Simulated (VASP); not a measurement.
# RuS2 (P1) in VASP: single point with PBEsol

Aim: the single point of RuS2 with PBEsol.

All numbers are computed with VASP 6.6.1; they aren't measurements. Logs are shortened: lines on timing, memory, paths and dates and some standing lists are left out, and cuts for length are marked.

### 1 The cell of the first run

The typed cell holds 6 atoms: a = 6.153 Å, b = 6.156 Å, c = 6.153 Å, α = 132.59°, β = 132.58°, γ = 69.30°.

### 2 Single point, PBEsol

Input file INCAR:

```
PREC = Accurate
ENCUT = 520
EDIFF = 1E-6
ISMEAR = -1
SIGMA = 0.05
LREAL = F
LASPH = T
NELM = 100
ALGO = Normal
ISIF = 2
LWAVE = F
LCHARG = F
GGA = PS
NBANDS = 35
```

Input file KPOINTS:

```
Automatic mesh
0
Gamma
  6 6 6
```

Input file POSCAR:

```
RuS2
1.0
   -2.4729904043      2.4738453537      5.0620567713
    2.4758188379     -2.4744700640      5.0633728740
    2.4726337976      2.4741198804     -5.0622139706
Ru S
2 4
Direct
   -0.0024038275     -0.0107129568     -0.0097791083
    0.7475483394      0.2391459778      0.4900821244
    0.3726638808      0.3713479860      0.4976261721
    1.1295111633      0.6142980604      0.9972077669
    0.6151774337      0.1141069964     -0.0172995541
    0.8727252344     -0.1428921860      0.4830164979
```

Potentials or basis: VASP PAW PBE potentials, release 64 (Ru_pv, S).

Launch:

```
> cat potpaw_PBE.64/Ru_pv/POTCAR potpaw_PBE.64/S/POTCAR > POTCAR
> mpirun -np 1 vasp_std > vasp.out
```

OUTCAR:

```text
PREC = Accurate
   ENCUT = 520
   EDIFF = 1E-6
   ISMEAR = -1
   LREAL = F
   LASPH = T
   NELM = 100
   ISIF = 2
   GGA = PS

 ion  position               nearest neighbor table
   1  0.998  0.989  0.990-   4 2.18   3 2.18   5 2.18   6 2.18
   2  0.748  0.239  0.490-   4 2.18   6 2.18   3 2.18   5 2.18
   3  0.373  0.371  0.498-   1 2.18   2 2.18
   4  0.130  0.614  0.997-   1 2.18   2 2.18
   5  0.615  0.114  0.983-   1 2.18   2 2.18
   6  0.873  0.857  0.483-   2 2.18   1 2.18

  LATTYP: Found a triclinic cell.
 ALAT       =     6.1530489296
 B/A-ratio  =     0.8041485296
 C/A-ratio  =     0.8042277642
 COS(alpha) =     0.0001428451
 COS(beta)  =     0.4017487776
 COS(gamma) =     0.4020547833

  Lattice vectors:

 A1 = (  -2.4729904043,   2.4738453537,   5.0620567713)
 A2 = (  -0.0003566067,   4.9479652341,  -0.0001571993)
 A3 = (  -4.9484526355,   0.0003501836,  -0.0011589034)

Analysis of symmetry for initial positions (statically):
=====================================================================
 Subroutine PRICEL returns:
 Original cell was already a primitive cell.

 Routine SETGRP: Setting up the symmetry group for a
 triclinic supercell.

 Subroutine GETGRP returns: Found  1 space group operations
 (whereof  1 operations were pure point group operations)
 out of a pool of  2 trial point group operations.

The static configuration has the point symmetry C_1 .

Analysis of symmetry for dynamics (positions and initial velocities):
=====================================================================
 Subroutine PRICEL returns:
 Original cell was already a primitive cell.

 Routine SETGRP: Setting up the symmetry group for a
 triclinic supercell.

 Subroutine GETGRP returns: Found  1 space group operations
 (whereof  1 operations were pure point group operations)
 out of a pool of  2 trial point group operations.

The dynamic configuration has the point symmetry C_1 .

 Subroutine INISYM returns: Found  1 space group operations
 (whereof  1 operations are pure point group operations),
 and found     1 'primitive' translations

----------------------------------------------------------------------------------------

                                     Primitive cell

  volume of cell :     123.9594

  direct lattice vectors                    reciprocal lattice vectors
    -2.472990404  2.473845354  5.062056771    -0.000008830  0.202106417  0.098773713
     2.475818838 -2.474470064  5.063372874     0.202060258  0.000017699  0.098704799
     2.472633798  2.474119880 -5.062213971     0.202097686  0.202117843 -0.000043984

  length of vectors
     6.153048930  6.155519952  6.153145323     0.224951662  0.224879936  0.285823546

  position of ions in fractional coordinates (direct lattice)
     0.997596173  0.989287043  0.990220892
     0.747548339  0.239145978  0.490082124
     0.372663881  0.371347986  0.497626172
     0.129511163  0.614298060  0.997207767
     0.615177434  0.114106996  0.982700446
     0.872725234  0.857107814  0.483016498

  ion indices of the primitive-cell ions
   primitive index   ion index
                 1           1
                 2           2
                 3           3
                 4           4
                 5           5
                 6           6

----------------------------------------------------------------------------------------

 KPOINTS: Automatic mesh

Automatic generation of k-mesh.
 Grid dimensions read from file:
 generate k-points for:    6    6    6

 Generating k-lattice:

  Cartesian coordinates                     Fractional coordinates (reciprocal lattice)
    -0.000001472  0.033684403  0.016462286     0.166666667  0.000000000 -0.000000000
     0.033676710  0.000002950  0.016450800    -0.000000000  0.166666667  0.000000000
     0.033682948  0.033686307 -0.000007331     0.000000000 -0.000000000  0.166666667

  Length of vectors
     0.037491944  0.037479989  0.047637258

  Shift w.r.t. Gamma in fractional coordinates (k-lattice)
     0.000000000  0.000000000  0.000000000

 Subroutine IBZKPT returns following result:
 ===========================================

 Found    112 irreducible k-points:

 Following reciprocal coordinates:
            Coordinates               Weight
  0.000000  0.000000  0.000000      1.000000
  0.166667 -0.000000  0.000000      2.000000
  0.333333 -0.000000  0.000000      2.000000
  0.500000  0.000000  0.000000      1.000000
  0.000000  0.166667 -0.000000      2.000000
  0.166667  0.166667  0.000000      2.000000
[... 16 lines left out ...]
  0.333333 -0.000000  0.166667      2.000000
  0.500000  0.000000  0.166667      2.000000
 [... further k-points ...]
   k-points           NKPTS =    112   k-points in BZ     NKDIM =    112   number of bands    NBANDS=     35
   number of dos      NEDOS =    301   number of ions     NIONS =      6
   total plane-waves  NPLWV = 110592
   dimension x,y,z NGX =    48 NGY =   48 NGZ =   48
   dimension x,y,z NGXF=    96 NGYF=   96 NGZF=   96
   ions per type =               2   4
   NGX,Y,Z   is equivalent  to a cutoff of  12.97, 12.96, 12.97 a.u.
   NGXF,Y,Z  is equivalent  to a cutoff of  25.94, 25.93, 25.94 a.u.
 SYSTEM =  unknown system
   PREC   = accura    normal or accurate (medium, high low for compatibility)
   ISTART =      0    job   : 0-new  1-cont  2-samecut
   ICHARG =      2    charge: 1-file 2-atom 10-const
   ISPIN  =      1    spin polarized calculation?
   LNONCOLLINEAR =      F non collinear calculations
   LSORBIT =      F    spin-orbit coupling
   LASPH  =      T    aspherical Exc in radial PAW
   ENCUT  =  520.0 eV  38.22 Ry    6.18 a.u.  11.44 11.45 11.44*2*pi/ulx,y,z
   NELM   =    100;   NELMIN=  2; NELMDL= -5     # of ELM steps
   EDIFF  = 0.1E-05   stopping-criterion for ELM
   LREAL  =      F    real-space projection
   EDIFFG = 0.1E-04   stopping-criterion for IOM
   NSW    =      0    number of steps for IOM
   IBRION =     -1    ionic relax: 0-MD 1-quasi-New 2-CG
   NFREE  =      0    steps in history (QN), initial steepest desc. (CG)
   ISIF   =      2    stress and relaxation
   ISYM   =      2    0-nonsym 1-usesym 2-fastsym
   POTIM  = 0.5000    time-step for ionic-motion
   TEBEG  =    0.0;   TEEND  =   0.0 temperature during run
   PSTRESS=    0.0 pullay stress
   NELECT =      52.0000    total number of electrons
   NUPDOWN=      -1.0000    fix difference up-down
   EMIN   =  10.00;   EMAX   =-10.00  energy-range for DOS
   EFERMI =   0.00;   METHOD = LEGACY
   ISMEAR =    -1;   SIGMA  =   0.05  broadening in eV -4-tet -1-fermi 0-gaus
   EFERMI_NEDOS =   21; number of points for ismear=-14 and -15
   IALGO  =     38    algorithm
   IMIX   =      4    mixing-type and parameters
     AMIX     =   0.40;   BMIX     =  1.00
     AMIX_MAG =   1.60;   BMIX_MAG =  1.00
  volume/ion in A,a.u.               =      20.66       139.42
  Fermi-wavevector in a.u.,A,eV,Ry     =   1.225508  2.315874 20.434177  1.501870
  Thomas-Fermi vector in A             =   2.360543
   LORBIT       =      0    0 simple, 1 ext, 2 COOP (PROOUT), +10 PAW based schemes
   GGA     = PS    functional components
   LHFCALC =     F    Hartree Fock is set to
   AEXX    =    0.0000 exact exchange contribution
   IVDW    =     0    specifies the selected vdW correction
   LEPSILON=     F    determine dielectric tensor
   LRPA    =     F    only Hartree local field effects (RPA)
 non-spin polarized calculation
  energy-cutoff  :      520.00
  volume of cell :      123.96
 maximum number of plane-waves:      3361
 NGX is ok and might be reduce to    48
   NGX = 23   NGY = 23   NGZ = 23

 number of electron      52.0000000 magnetization

 Free energy of the ion-electron system (eV)
  ---------------------------------------------------
  ext. energy  EPLUGINS =         0.00000000
  ---------------------------------------------------
  free energy    TOTEN  =       -38.40054631 eV

  energy without entropy =      -38.36928272  energy(sigma->0) =      -38.38491451

 E-fermi :   5.1602     XC(G=0): -10.1774

 val. band max:        5.1577488823   @ k =   0.1667  -0.0000   0.5000
 cond. band min:       5.1636397352   @ k =   0.0000   0.0000   0.0000
 fundamental gap:      0.0058908529
 Fermi energy:         5.1601816717

 k-point     1 :       0.0000    0.0000    0.0000
  band No.  band energies     occupation
      1     -38.0577      2.00000
      2     -38.0193      2.00000
      3     -37.9884      2.00000
      4     -37.9881      2.00000
      5     -37.9724      2.00000
      6     -37.9721      2.00000
[... 27 lines left out ...]
     34      11.4680      0.00000
     35      12.6335      0.00000

 k-point     2 :       0.1667   -0.0000    0.0000
  band No.  band energies     occupation
      1     -38.0562      2.00000
      2     -38.0220      2.00000
      3     -37.9888      2.00000
      4     -37.9864      2.00000
      5     -37.9729      2.00000
      6     -37.9718      2.00000
[... 27 lines left out ...]
     34      11.7907      0.00000
     35      12.5744      0.00000

 k-point     3 :       0.3333   -0.0000    0.0000
  band No.  band energies     occupation
      1     -38.0524      2.00000
      2     -38.0279      2.00000
      3     -37.9897      2.00000
      4     -37.9826      2.00000
      5     -37.9749      2.00000
      6     -37.9709      2.00000
[... 27 lines left out ...]
     34      12.1730      0.00000
     35      12.6529      0.00000
[... 723 lines left out ...]
 k-point    23 :       0.3333   -0.0000    0.1667
  band No.  band energies     occupation
      1     -38.0489      2.00000
      2     -38.0332      2.00000
      3     -37.9883      2.00000
      4     -37.9797      2.00000
      5     -37.9770      2.00000
      6     -37.9714      2.00000
[... 27 lines left out ...]
     34      12.3139      0.00000
     35      12.7844      0.00000

 k-point    24 :       0.5000    0.0000    0.1667
  band No.  band energies     occupation
      1     -38.0497      2.00000
      2     -38.0315      2.00000
      3     -37.9885      2.00000
      4     -37.9834      2.00000
      5     -37.9741      2.00000
      6     -37.9713      2.00000
[... 27 lines left out ...]
     34      12.2770      0.00000
     35      12.3408      0.00000

 [... further k-points ...]

------------------------ aborting loop because EDIFF is reached ----------------------------------------

  FORCE on cell =-STRESS in cart. coord.  units (eV):
  Direction    XX          YY          ZZ          XY          YZ          ZX
  --------------------------------------------------------------------------------------
  -------------------------------------------------------------------------------------
  Total       -0.1354729     -0.1333363     -0.1315612     -0.0008194      0.0007124     -0.0011774
  in kB       -1.7509890     -1.7233736     -1.7004309     -0.0105904      0.0092077     -0.0152182
  external PRESSURE =      -1.7249312 kB  Pullay stress =       0.0000000 kB

 VOLUME and BASIS-vectors are now :
 -----------------------------------------------------------------------------
  energy-cutoff  :      520.00
  volume of cell :      123.96
      direct lattice vectors                 reciprocal lattice vectors
    -2.472990404  2.473845354  5.062056771    -0.000008830  0.202106417  0.098773713
     2.475818838 -2.474470064  5.063372874     0.202060258  0.000017699  0.098704799
     2.472633798  2.474119880 -5.062213971     0.202097686  0.202117843 -0.000043984

 POSITION                                       TOTAL-FORCE (eV/Angst)
 -----------------------------------------------------------------------------------
      2.43070      2.46986      5.04631        -0.000120     -0.001048     -0.000232
     -0.04480      2.47008      2.51412         0.000560      0.000072     -0.000038
      1.22824      1.23421      1.24763        -0.004818     -0.000536      0.000646
      3.66634      1.26754     -1.28207        -0.001004     -0.003806     -0.000064
      1.19104      3.67082     -1.28281         0.000403      0.004957      0.000148
      1.15813      1.23314      6.31251         0.004980      0.000362     -0.000460
 -----------------------------------------------------------------------------------
    total drift:                                0.000105     -0.000072     -0.000665

  FREE ENERGIE OF THE ION-ELECTRON SYSTEM (eV)
  ---------------------------------------------------
  free  energy   TOTEN  =       -38.4005463069 eV

  energy  without entropy=      -38.3692827172  energy(sigma->0) =      -38.38491451
```

Wall time 11 min (1 thread of Intel Xeon Platinum 8375C at 2.90GHz (Ice Lake), shared host); peak memory 0.57 GiB.

What came out:

* Free energy: -38.4005 eV
* Pressure: -0.2 GPa
* Largest force: 0.005 eV/Å
* Band gap on the k mesh: zero (bands 26 and 27 overlap by 0.47 eV)

Forces on the atoms (eV/Å):
```
Ru   0.000 -0.001  0.000
Ru   0.001  0.000  0.000
S   -0.005 -0.001  0.001
S   -0.001 -0.004  0.000
S    0.000  0.005  0.000
S    0.005  0.000  0.000
```

Levels at points of the mesh, in eV from the Fermi level:
| k point | band 23 | band 24 | band 25 | band 26 | band 27 | band 28 | band 29 | band 30 |
| --- | --- | --- | --- | --- | --- | --- | --- | --- |
| (0.00, 0.00, 0.00) | -2.28 | -1.41 | -0.63 | -0.63 | -0.21 | 0.00 | 0.18 | 2.90 |
| (0.50, 0.00, 0.00) | -1.53 | -1.35 | -0.65 | -0.27 | 0.44 | 0.66 | 1.13 | 1.67 |
| (0.00, 0.50, 0.00) | -1.54 | -1.35 | -0.65 | -0.27 | 0.44 | 0.66 | 1.13 | 1.67 |
| (0.50, 0.50, 0.00) | -1.47 | -1.46 | -0.09 | -0.09 | 0.80 | 0.80 | 2.09 | 2.09 |
| (0.00, 0.00, 0.50) | -1.47 | -1.47 | -0.09 | -0.09 | 0.80 | 0.80 | 2.09 | 2.09 |
| (0.50, 0.00, 0.50) | -1.54 | -1.35 | -0.65 | -0.27 | 0.44 | 0.66 | 1.13 | 1.67 |
| (0.00, 0.50, 0.50) | -1.53 | -1.35 | -0.65 | -0.27 | 0.44 | 0.66 | 1.13 | 1.67 |
| (0.50, 0.50, 0.50) | -1.65 | -1.65 | -0.78 | -0.78 | 0.55 | 0.55 | 1.69 | 1.70 |

Caveat: the PAW data sets were made with another functional, which shifts forces and pressure a little.
